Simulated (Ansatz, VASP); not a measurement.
# Sn: VASP beside Ansatz

Contents of INCAR:

```
SYSTEM = Sn
ALGO = Normal
EDIFF = 1E-6
ENCUT = 520
GGA = PE
ISIF = 2
ISMEAR = -1
LASPH = .True.
LCHARG = .True.
LELF = .True.
LREAL = .False.
LVHAR = .True.
LWAVE = .False.
NBANDS = 21
NELM = 100
PREC = Accurate
SIGMA = 0.05
```

The input KPOINTS:

```
k-points
0
Gamma
  13 13 13
  0 0 0
```

File POSCAR:

```
Sn
1.0
   -2.4772792611      2.4772792611      1.3412309858
    2.4772792611     -2.4772792611      1.3412309858
    2.4772792611      2.4772792611     -1.3412309858
Sn
2
Direct
   -0.3750000000     -0.1250000000     -0.2500000000
    0.3750000000      0.1250000000      0.2500000000
```

Input for Ansatz:

```yaml
crystal:
  lattice:
    - [-2.4772792611, 2.4772792611, 1.3412309858]
    - [2.4772792611, -2.4772792611, 1.3412309858]
    - [2.4772792611, 2.4772792611, -1.3412309858]
  atoms:
    - { symbol: Sn, position: [-0.375, -0.125, -0.25] }
    - { symbol: Sn, position: [0.375, 0.125, 0.25] }
kpoints:
  mp_grid: { grid: [13, 13, 13] }
scf:
  occupations: { method: fermi_dirac, width: 0.05 }
hamiltonian:
  xc: pbe
  pseudopotentials: { kind: all_electron, lapw: { basis_error: 0.001 } }
output:
  forces: true
  stress: true
  eigenvalues: true
  populations: true
```

Change from the starting cell: volume scaled by 0.58, LAPW.

Alike in both runs: task single point; functional PBE; k mesh 13 × 13 × 13; occupations fermi-dirac, width 0.05 eV; no spin polarisation.

|  | VASP | Ansatz |
| --- | --- | --- |
| version | VASP 6.6.1 | Ansatz 0.2.0 |
| potentials or method | VASP PAW PBE potentials, release 64 (Sn_d), cutoff 520 eV | all-electron LAPW, scalar-relativistic |

|  | VASP | Ansatz | Ansatz less VASP |
| --- | --- | --- | --- |
| pressure (GPa) | 97.4 | 97.4 | -0.01 |
| traceless stress, the component that is largest in VASP (GPa) | 0.09 | 0.05 | -0.045 |

Both programs put the cell under a high pressure, so it lies far from rest at this level. Ansatz ran all-electron here, and VASP with PAW potentials.

Noted on VASP's run: the cell as given lies far from equilibrium.
